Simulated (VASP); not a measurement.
# CsPbBr3 (I4/mcm) in VASP: single point with PBEsol

Aim: the single point of CsPbBr3 with PBEsol.

Everything below comes from runs of VASP 6.6.1. Logs are shortened: lines on timing, memory, paths and dates and some standing lists are left out, and cuts for length are marked.

### 1 The cell of the first run

The structure is tetragonal, space group I4/mcm (No. 140). The conventional cell has a = 8.114 Å, b = 8.114 Å, c = 11.908 Å, α = 90.00°, β = 90.00°, γ = 90.00°. Cs (site symmetry -42m) has 12 Br at 3.65 to 4.69 Å within 4.8 Å. Pb (site symmetry 4/m) has 6 Br at 2.97 to 2.98 Å within 3.9 Å. Within 3.9 Å of Br (site symmetry 422) lie 2 Pb at 2.98 Å. Within 3.9 Å of Br (site symmetry m2m) lie 2 Pb at 2.97 Å and 2 Cs at 3.65 Å.

### 2 Single point, PBEsol

The input, INCAR:

```
ALGO = Normal
EDIFF = 1E-6
ENCUT = 500
GGA = PS
GGA_COMPAT = F
ISIF = 2
ISMEAR = 0
LASPH = T
LCHARG = T
LELF = T
LREAL = F
LVHAR = T
LWAVE = F
NBANDS = 55
NELM = 120
PREC = Accurate
SIGMA = 0.05
```

The input, KPOINTS:

```
k-points
0
Gamma
  6 6 6
```

The input, POSCAR:

```
CsPbBr3
1.0
   -4.0572464289      4.0572464289      5.9540720464
    4.0572464289     -4.0572464289      5.9540720464
    4.0572464289      4.0572464289     -5.9540720464
Cs Pb Br
2 2 6
Direct
    0.7500000000      0.2500000000      0.5000000000
    0.2500000000      0.7500000000      0.5000000000
    0.0000000000      0.0000000000      0.0000000000
    0.5000000000      0.5000000000      0.0000000000
    0.2500000000      0.2500000000      0.0000000000
    0.7500000000      0.7500000000      0.0000000000
    0.6844027349      0.1844027349      0.8688054699
    0.3155972651      0.8155972651      0.1311945301
    0.1844027349      0.3155972651      0.5000000000
    0.8155972651      0.6844027349      0.5000000000
```

Potentials or basis: VASP PAW PBE potentials, release 64 (Cs_sv, Pb_d, Br).

On the command line:

```console
> cat potpaw_PBE.64/Cs_sv/POTCAR potpaw_PBE.64/Pb_d/POTCAR potpaw_PBE.64/Br/POTCAR > POTCAR
> mpirun -np 1 vasp_std > vasp.out
```

OUTCAR:

```text
EDIFF = 1E-6
   ENCUT = 500
   GGA = PS
   ISIF = 2
   ISMEAR = 0
   LASPH = T
   LREAL = F
   NELM = 120
   PREC = Accurate

 ion  position               nearest neighbor table
   1  0.750  0.250  0.500-
   2  0.250  0.750  0.500-
   3  0.000  0.000  0.000-   7 2.97   8 2.97   9 2.97  10 2.97   5 2.98   6 2.98
   4  0.500  0.500  0.000-   7 2.97   8 2.97  10 2.97   9 2.97   5 2.98   6 2.98
   5  0.250  0.250  0.000-   3 2.98   4 2.98
   6  0.750  0.750  0.000-   3 2.98   4 2.98
   7  0.684  0.184  0.869-   3 2.97   4 2.97
   8  0.316  0.816  0.131-   3 2.97   4 2.97
   9  0.184  0.316  0.500-   4 2.97   3 2.97
  10  0.816  0.684  0.500-   3 2.97   4 2.97

  LATTYP: Found a body centered tetragonal cell.
 ALAT       =     8.1144928578
 C/A-ratio  =     1.4675155061

  Lattice vectors:

 A1 = (  -4.0572464289,   4.0572464289,   5.9540720464)
 A2 = (   4.0572464289,  -4.0572464289,   5.9540720464)
 A3 = (   4.0572464289,   4.0572464289,  -5.9540720464)

Analysis of symmetry for initial positions (statically):
=====================================================================
 Subroutine PRICEL returns:
 Original cell was already a primitive cell.

 Routine SETGRP: Setting up the symmetry group for a
 body centered tetragonal supercell.

 Subroutine GETGRP returns: Found 16 space group operations
 (whereof  8 operations were pure point group operations)
 out of a pool of 16 trial point group operations.

The static configuration has the point symmetry C_4h.
 The point group associated with its full space group is D_4h.

Analysis of symmetry for dynamics (positions and initial velocities):
=====================================================================
 Subroutine PRICEL returns:
 Original cell was already a primitive cell.

 Routine SETGRP: Setting up the symmetry group for a
 body centered tetragonal supercell.

 Subroutine GETGRP returns: Found 16 space group operations
 (whereof  8 operations were pure point group operations)
 out of a pool of 16 trial point group operations.

The dynamic configuration has the point symmetry C_4h.
 The point group associated with its full space group is D_4h.

 Subroutine INISYM returns: Found 16 space group operations
 (whereof  8 operations are pure point group operations),
 and found     1 'primitive' translations

----------------------------------------------------------------------------------------

                                     Primitive cell

  volume of cell :     392.0458

  direct lattice vectors                    reciprocal lattice vectors
    -4.057246429  4.057246429  5.954072046     0.000000000  0.123236291  0.083976142
     4.057246429 -4.057246429  5.954072046     0.123236291  0.000000000  0.083976142
     4.057246429  4.057246429 -5.954072046     0.123236291  0.123236291  0.000000000

  length of vectors
     8.268825255  8.268825255  8.268825255     0.149128052  0.149128052  0.174282434

  position of ions in fractional coordinates (direct lattice)
     0.750000000  0.250000000  0.500000000
     0.250000000  0.750000000  0.500000000
     0.000000000  0.000000000  0.000000000
     0.500000000  0.500000000  0.000000000
     0.250000000  0.250000000  0.000000000
     0.750000000  0.750000000  0.000000000
     0.684402735  0.184402735  0.868805470
     0.315597265  0.815597265  0.131194530
     0.184402735  0.315597265  0.500000000
     0.815597265  0.684402735  0.500000000

  ion indices of the primitive-cell ions
   primitive index   ion index
                 1           1
                 2           2
                 3           3
                 4           4
                 5           5
                 6           6
                 7           7
                 8           8
                 9           9
                10          10

----------------------------------------------------------------------------------------

 KPOINTS: k-points

Automatic generation of k-mesh.
 Grid dimensions read from file:
 generate k-points for:    6    6    6

 Generating k-lattice:

  Cartesian coordinates                     Fractional coordinates (reciprocal lattice)
     0.000000000  0.020539382  0.013996024     0.166666667  0.000000000  0.000000000
     0.020539382  0.000000000  0.013996024     0.000000000  0.166666667  0.000000000
     0.020539382  0.020539382  0.000000000     0.000000000  0.000000000  0.166666667

  Length of vectors
     0.024854675  0.024854675  0.029047072

  Shift w.r.t. Gamma in fractional coordinates (k-lattice)
     0.000000000  0.000000000  0.000000000

 Subroutine IBZKPT returns following result:
 ===========================================

 Found     30 irreducible k-points:

 Following reciprocal coordinates:
            Coordinates               Weight
  0.000000  0.000000  0.000000      1.000000
  0.166667 -0.000000  0.000000      8.000000
  0.333333 -0.000000  0.000000      8.000000
  0.500000  0.000000  0.000000      4.000000
  0.166667  0.166667  0.000000      8.000000
  0.333333  0.166667  0.000000     16.000000
[... 16 lines left out ...]
 -0.333333 -0.333333  0.166667      8.000000
 -0.166667 -0.333333  0.166667      8.000000
 [... further k-points ...]
   k-points           NKPTS =     30   k-points in BZ     NKDIM =     30   number of bands    NBANDS=     55
   number of dos      NEDOS =    301   number of ions     NIONS =     10
   total plane-waves  NPLWV = 216000
   dimension x,y,z NGX =    60 NGY =   60 NGZ =   60
   dimension x,y,z NGXF=   120 NGYF=  120 NGZF=  120
   ions per type =               2   2   6
   NGX,Y,Z   is equivalent  to a cutoff of  12.06, 12.06, 12.06 a.u.
   NGXF,Y,Z  is equivalent  to a cutoff of  24.13, 24.13, 24.13 a.u.
 SYSTEM =  unknown system
   PREC   = accura    normal or accurate (medium, high low for compatibility)
   ISTART =      0    job   : 0-new  1-cont  2-samecut
   ICHARG =      2    charge: 1-file 2-atom 10-const
   ISPIN  =      1    spin polarized calculation?
   LNONCOLLINEAR =      F non collinear calculations
   LSORBIT =      F    spin-orbit coupling
   LASPH  =      T    aspherical Exc in radial PAW
   ENCUT  =  500.0 eV  36.75 Ry    6.06 a.u.  15.08 15.08 15.08*2*pi/ulx,y,z
   NELM   =    120;   NELMIN=  2; NELMDL= -5     # of ELM steps
   EDIFF  = 0.1E-05   stopping-criterion for ELM
   LREAL  =      F    real-space projection
   EDIFFG = 0.1E-04   stopping-criterion for IOM
   NSW    =      0    number of steps for IOM
   IBRION =     -1    ionic relax: 0-MD 1-quasi-New 2-CG
   NFREE  =      0    steps in history (QN), initial steepest desc. (CG)
   ISIF   =      2    stress and relaxation
   ISYM   =      2    0-nonsym 1-usesym 2-fastsym
   POTIM  = 0.5000    time-step for ionic-motion
   TEBEG  =    0.0;   TEEND  =   0.0 temperature during run
   PSTRESS=    0.0 pullay stress
   NELECT =      88.0000    total number of electrons
   NUPDOWN=      -1.0000    fix difference up-down
   EMIN   =  10.00;   EMAX   =-10.00  energy-range for DOS
   EFERMI =   0.00;   METHOD = LEGACY
   ISMEAR =     0;   SIGMA  =   0.05  broadening in eV -4-tet -1-fermi 0-gaus
   EFERMI_NEDOS =   21; number of points for ismear=-14 and -15
   IALGO  =     38    algorithm
   IMIX   =      4    mixing-type and parameters
     AMIX     =   0.40;   BMIX     =  1.00
     AMIX_MAG =   1.60;   BMIX_MAG =  1.00
  volume/ion in A,a.u.               =      39.20       264.57
  Fermi-wavevector in a.u.,A,eV,Ry     =   0.994924  1.880135 13.468062  0.989875
  Thomas-Fermi vector in A             =   2.126909
   LORBIT       =      0    0 simple, 1 ext, 2 COOP (PROOUT), +10 PAW based schemes
   GGA     = PS    functional components
   LHFCALC =     F    Hartree Fock is set to
   AEXX    =    0.0000 exact exchange contribution
   IVDW    =     0    specifies the selected vdW correction
   LEPSILON=     F    determine dielectric tensor
   LRPA    =     F    only Hartree local field effects (RPA)
 non-spin polarized calculation
 Gauss-broadening in eV      SIGMA  =   0.05
  energy-cutoff  :      500.00
  volume of cell :      392.05
 maximum number of plane-waves:      9977
   NGX = 31   NGY = 31   NGZ = 31

 number of electron      87.9999979 magnetization

 Free energy of the ion-electron system (eV)
  ---------------------------------------------------
  ext. energy  EPLUGINS =         0.00000000
  ---------------------------------------------------
  free energy    TOTEN  =       -33.77544134 eV

  energy without entropy =      -33.77544134  energy(sigma->0) =      -33.77544134

 E-fermi :   1.2400     XC(G=0):  -7.9654

 val. band max:        1.0316728864   @ k =   0.0000   0.0000   0.0000
 cond. band min:       2.6778885142   @ k =   0.0000   0.0000   0.0000
 fundamental gap:      1.6462156278
 Fermi energy:         1.2399847026

 k-point     1 :       0.0000    0.0000    0.0000
  band No.  band energies     occupation
      1     -19.8093      2.00000
      2     -19.8043      2.00000
      3     -15.5603      2.00000
      4     -15.5576      2.00000
      5     -15.4710      2.00000
      6     -15.4640      2.00000
[... 47 lines left out ...]
     54       6.5354      0.00000
     55       6.5477      0.00000

 k-point     2 :       0.1667   -0.0000    0.0000
  band No.  band energies     occupation
      1     -19.8089      2.00000
      2     -19.8046      2.00000
      3     -15.5547      2.00000
      4     -15.5517      2.00000
      5     -15.4775      2.00000
      6     -15.4707      2.00000
[... 47 lines left out ...]
     54       6.5171      0.00000
     55       6.5443      0.00000

 k-point     3 :       0.3333   -0.0000    0.0000
  band No.  band energies     occupation
      1     -19.8079      2.00000
      2     -19.8055      2.00000
      3     -15.5392      2.00000
      4     -15.5354      2.00000
      5     -15.4947      2.00000
      6     -15.4886      2.00000
[... 1152 lines left out ...]
 k-point    23 :      -0.3333   -0.3333    0.1667
  band No.  band energies     occupation
      1     -19.8072      2.00000
      2     -19.8062      2.00000
      3     -15.5477      2.00000
      4     -15.5217      2.00000
      5     -15.5141      2.00000
      6     -15.4755      2.00000
[... 47 lines left out ...]
     54       6.6973      0.00000
     55       6.8215      0.00000

 k-point    24 :      -0.1667   -0.3333    0.1667
  band No.  band energies     occupation
      1     -19.8079      2.00000
      2     -19.8055      2.00000
      3     -15.5515      2.00000
      4     -15.5312      2.00000
      5     -15.5040      2.00000
      6     -15.4707      2.00000
[... 47 lines left out ...]
     54       6.4872      0.00000
     55       6.6926      0.00000

 [... further k-points ...]
[... 5 lines left out ...]
  --------------------------------------------------------------------------------------
  -------------------------------------------------------------------------------------
  Total       -0.0130842     -0.0130842      0.0507061      0.0000000      0.0000000      0.0000000
  in kB       -0.0534711     -0.0534711      0.2072210      0.0000000      0.0000000      0.0000000
  external PRESSURE =       0.0334262 kB  Pullay stress =       0.0000000 kB

 VOLUME and BASIS-vectors are now :
 -----------------------------------------------------------------------------
  energy-cutoff  :      500.00
  volume of cell :      392.05
      direct lattice vectors                 reciprocal lattice vectors
    -4.057246429  4.057246429  5.954072046     0.000000000  0.123236291  0.083976142
     4.057246429 -4.057246429  5.954072046     0.123236291  0.000000000  0.083976142
     4.057246429  4.057246429 -5.954072046     0.123236291  0.123236291  0.000000000

 POSITION                                       TOTAL-FORCE (eV/Angst)
 -----------------------------------------------------------------------------------
      0.00000      4.05725      2.97704         0.000000      0.000000     -0.000000
      4.05725      0.00000      2.97704         0.000000      0.000000     -0.000000
      0.00000      0.00000      0.00000         0.000000      0.000000     -0.000000
      0.00000      0.00000      5.95407         0.000000      0.000000     -0.000000
      0.00000      0.00000      2.97704         0.000000      0.000000     -0.000000
      0.00000      0.00000      8.93111        -0.000000      0.000000     -0.000000
      1.49633      5.55358     -0.00000         0.002232      0.002232      0.000000
      2.56091     -1.49633      5.95407        -0.002232     -0.002232     -0.000000
      2.56091      1.49633      0.00000        -0.002232      0.002232     -0.000000
      1.49633      2.56091      5.95407         0.002232     -0.002232     -0.000000
 -----------------------------------------------------------------------------------
    total drift:                               -0.000000     -0.000000      0.000000

  FREE ENERGIE OF THE ION-ELECTRON SYSTEM (eV)
  ---------------------------------------------------
  free  energy   TOTEN  =       -33.7754413425 eV

  energy  without entropy=      -33.7754413425  energy(sigma->0) =      -33.77544134
```

It took 14 min on 1 thread of Intel Xeon Platinum 8175M at 2.50GHz (Skylake/Cascade Lake), shared host; peak memory 0.84 GiB.

Results:

| Quantity | Value |
| --- | --- |
| Free energy | -33.7754 eV |
| Pressure | 0.0 GPa |
| Largest force | 0.003 eV/Å |
| Band gap on the k mesh | 1.65 eV |

Forces in eV/Å, atoms in the order of the input:
```
Cs   0.000  0.000  0.000
Cs   0.000  0.000  0.000
Pb   0.000  0.000  0.000
Pb   0.000  0.000  0.000
Br   0.000  0.000  0.000
Br   0.000  0.000  0.000
Br   0.002  0.002  0.000
Br  -0.002 -0.002  0.000
Br  -0.002  0.002  0.000
Br   0.002 -0.002  0.000
```

Caveat: the PAW data sets were made with another functional, which shifts forces and pressure a little; spin-orbit coupling is left out, which moves the levels of the heavy elements.
